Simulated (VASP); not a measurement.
The system is Cd2S.

```
Cd S
1.0
    -2.23378    2.23378    3.70430
     2.23378   -2.23378    3.70430
     2.23378    2.23378   -3.70430
Cd S
2 1
Direct
  0.68372 0.68372 0.00000
  0.31628 0.31628 0.00000
  0.00000 0.00000 0.00000
```

The cell was built from a structure type or drawn by symmetry, and may not be a known phase.

| Item | Value |
| --- | --- |
| Program | VASP 6.6.1 |
| Task | relaxation of cell and atoms |
| Functional | PBE |
| Potentials or basis | VASP PAW PBE potentials, release 64 (Cd, S) |
| Cutoff | 600 eV |
| k mesh | 6 × 6 × 6 |
| Occupations | gaussian, width 0.1 eV |
| Spin | no spin polarisation |

At the start: pressure 6.2 GPa; volume 24.64 Å³/atom.

Where does the relaxation end?

Over 39 steps the energy falls by 167.8 meV/atom and the volume is 21.42 Å³/atom (-13.1 %); space group I4/mmm (No. 139, to 0.1 Å) before and after.

Step by step:
```tsv
step	energy change (eV)	largest force (eV/Å)	pressure (GPa)	volume (Å³)
1	0.0000	1.6706	6.23	73.93
2	-0.1988	0.0171	-3.12	84.53
3	-0.2529	0.3558	-0.81	80.59
4	-0.2529	0.3732	-0.72	80.45
5	-0.2667	0.1952	-0.30	79.32
6	-0.2704	0.0137	0.13	78.38
7	-0.2729	0.0517	-0.22	78.38
8	-0.2762	0.1897	-1.01	78.39
9	-0.2770	0.1955	-1.04	78.31
10	-0.2795	0.2090	-1.18	78.09
11	-0.2849	0.2293	-1.41	77.64
12	-0.2991	0.2530	-1.85	76.71
13	-0.3313	0.2453	-2.45	74.79
14	-0.3861	0.1645	-2.56	70.66
15	-0.4181	0.0597	2.78	61.48
16	-0.4062	0.1370	-1.14	66.77
17	-0.4258	0.1376	0.40	64.16
18	-0.4285	0.1076	1.47	62.83
19	-0.4272	0.0962	1.79	62.48
20	-0.4296	0.0162	2.09	62.11
21	-0.4296	0.0142	2.13	62.09
22	-0.4372	0.0099	1.48	62.70
23	-0.4469	0.0469	-0.03	64.29
24	-0.4474	0.0525	-0.35	64.68
25	-0.4475	0.0541	-0.43	64.78
26	-0.4490	0.0479	-0.46	64.83
27	-0.4554	0.0300	-0.60	64.97
28	-0.4736	0.0462	-0.89	65.22
29	-0.4956	0.1406	-1.26	65.58
30	-0.4980	0.1253	-1.02	65.34
31	-0.4993	0.1079	-0.81	65.10
32	-0.4988	0.0659	-0.38	64.61
33	-0.4997	0.0944	-0.70	64.93
34	-0.5010	0.0856	-0.52	64.76
35	-0.5030	0.0535	-0.04	64.25
36	-0.5031	0.0455	0.08	64.13
37	-0.5031	0.0463	0.05	64.15
38	-0.5032	0.0420	0.04	64.18
39	-0.5034	0.0284	0.00	64.26
```

Final structure:
```yaml
crystal:
  lattice:
    - [-1.71421, 1.71421, 5.46739]
    - [1.71421, -1.71421, 5.46739]
    - [1.71421, 1.71421, -5.46739]
  atoms:
    - { symbol: Cd, position: [0.64903, 0.64903, 0.00000] }
    - { symbol: Cd, position: [0.35097, 0.35097, 0.00000] }
    - { symbol: S, position: [0.00000, 0.00000, 0.00000] }
```

Caveat: a cell axis changed by over 15 % at a fixed basis, so the end point is rough.
